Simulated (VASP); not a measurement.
A run of VASP 6.6.1:

INCAR

```
PREC = Accurate ; ENCUT = 520
EDIFF = 1E-6 ; ISMEAR = -1
SIGMA = 0.1 ; LREAL = F
LASPH = T ; NELM = 60
ALGO = Normal ; ISIF = 2
LWAVE = F ; LCHARG = F
GGA = PS ; NBANDS = 34
```

KPOINTS

```
regular mesh
0
Gamma
  14 14 4
```

File POSCAR:

```
Ga
1.0
    2.8933457682      0.0000000000      0.0000000000
   -1.4466728841      2.5057109372      0.0000000000
    0.0000000000      0.0000000000      9.4022209759
Ga
4
Direct
    0.0000000000      0.0000000000      1.0000000000
    1.0000000000      1.0000000000      0.5000000000
    0.3333333333      0.6666666667      0.2500000000
    0.6666666667      0.3333333333      0.7500000000
```

Potentials or basis: VASP PAW PBE potentials, release 64 (Ga_d).

Run with:

```bash
$ cat potpaw_PBE.64/Ga_d/POTCAR > POTCAR
$ mpirun -np 1 vasp_std > vasp.out
```

Hardware: 1 thread of Intel(R) Xeon(R) Platinum 8488C (Sapphire Rapids) (shared host).

Q: How long does it take, and how much memory?

A: Wall time 2 min on 1 thread of Intel(R) Xeon(R) Platinum 8488C (Sapphire Rapids), with other jobs on the host, peak memory 0.26 GiB. Counts: scf iterations 12, k points 72.
